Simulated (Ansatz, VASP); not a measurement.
# NaH in VASP and in Ansatz

Contents of INCAR:

```
SYSTEM = NaH
PREC = Accurate ; ENCUT = 500
EDIFF = 1E-6 ; ISMEAR = 0
SIGMA = 0.05 ; LREAL = .FALSE.
LASPH = .TRUE. ; NELM = 120
ALGO = Normal ; ISIF = 2
LWAVE = .FALSE. ; LCHARG = .FALSE.
GGA = PE ; NBANDS = 11
GGA_COMPAT = .FALSE.
```

Contents of KPOINTS:

```
regular mesh
0
G
  10 10 10
  0 0 0
```

Contents of POSCAR:

```
NaH
1.0
    2.9551240000      0.0000000000      0.0000000000
    0.0000000000      2.9551240000      0.0000000000
    0.0000000000      0.0000000000      2.9551240000
Na H
1 1
Direct
   -0.1015185826      0.0000000000     -0.1015185826
    0.5000000000      0.5000000000      0.5000000000
```

Input for Ansatz:

```yaml
crystal:
  lattice:
    - [2.955124, 0.0, 0.0]
    - [0.0, 2.955124, 0.0]
    - [0.0, 0.0, 2.955124]
  atoms:
    - { symbol: Na, position: [-0.1015185826, 0.0, -0.1015185826] }
    - { symbol: H, position: [0.5, 0.5, 0.5] }
basis:
  ecutwfc: 420
kpoints:
  mp_grid: { grid: [10, 10, 10] }
hamiltonian:
  xc: pbe
scf:
  occupations: { method: gaussian, width: 0.05 }
output:
  forces: true
  stress: true
  eigenvalues: true
```

Alike in both runs: task single point; functional PBE; k mesh 10 × 10 × 10; occupations gaussian, width 0.05 eV; no spin polarisation.

```csv
,VASP,Ansatz
version,VASP 6.6.1,Ansatz 0.2.0
potentials or method,"VASP PAW PBE potentials, release 64 (Na_pv, H), cutoff 500 eV","scalar-relativistic, plane waves, PAW"
valence electrons in the cell,8,10
```

Ansatz gave:

```
gap on the k mesh at the Fermi level (eV)                     : 1.17
least direct gap on the mesh (eV)                             : 4.41
pressure (GPa)                                                : 1.9
traceless stress, the component that is largest in VASP (GPa) : 1.58
rms of the force components (eV/Å)                            : 0.163
```

Task: What did VASP give for the same quantities?

Result: gap on the k mesh at the Fermi level (eV): 1.16; least direct gap on the mesh (eV): 4.40; pressure (GPa): 1.8; traceless stress, the component that is largest in VASP (GPa): 1.59; rms of the force components (eV/Å): 0.165.

Atom by atom the forces differ by 0.002 eV/Å (rms over components). VASP's potentials hold 8 valence electrons a cell and Ansatz's 10, so a difference there can come from the potentials and not from the codes.
